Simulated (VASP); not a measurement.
Write the native input for VASP 6.6.1 that does the following.

```
Task                   : single point
Functional             : PBE
Potentials or basis    : VASP PAW PBE potentials, release 64 (Ba_sv, Te)
Cutoff                 : 520 eV
k mesh                 : 4 × 4 × 4
Occupations            : gaussian, width 0.01 eV
Spin                   : no spin polarisation
Dipole correction      : no
Further INCAR settings : ALGO = Normal; EDIFF = 1e-06; NBANDS = 15
```

The structure of BaTe lies in POSCAR:

```
BaTe
1.0
    0.0000000000      3.4100000000      3.4100000000
    3.4100000000      0.0000000000      3.4100000000
    3.4100000000      3.4100000000      0.0000000000
Ba Te
1 1
Direct
    0.0000000000      0.0000000000      0.0000000000
    0.4706744868      0.5293255132      0.5293255132
```

One way to write it, as run:

INCAR

```
ALGO     = Normal         # electronic algorithm
EDIFF    = 1E-6           # SCF threshold, eV
ENCUT    = 520            # plane-wave cutoff, eV
GGA      = PE             # functional
ISIF     = 2              # what is computed and relaxed
ISMEAR   = 0              # smearing method
LASPH    = T              # aspherical terms in the spheres
LCHARG   = F              # write CHGCAR
LREAL    = F              # projectors in reciprocal space
LWAVE    = F              # write WAVECAR
NBANDS   = 15             # bands
NELM     = 60             # most SCF steps
PREC     = Accurate       # precision mode
SIGMA    = 0.01           # smearing width, eV
```

KPOINTS

```
k-points
0
Gamma
  4 4 4
```

Potentials or basis: VASP PAW PBE potentials, release 64 (Ba_sv, Te).

Run with:

```sh
$ cat potpaw_PBE.64/Ba_sv/POTCAR potpaw_PBE.64/Te/POTCAR > POTCAR
$ mpirun -np 1 vasp_std > vasp.out
```

It gave:

```yaml
Pressure: 4.7 GPa
Largest_force: 0.658 eV/Å
Band_gap_on_the_k_mesh: 1.39 eV, indirect (least direct gap 1.71 eV)
```

Caveat: spin-orbit coupling is left out, which moves the levels of the heavy elements.

Wall time 25 s on 1 thread of Intel Xeon 8259CL, with other jobs on the host, peak memory 0.21 GiB.
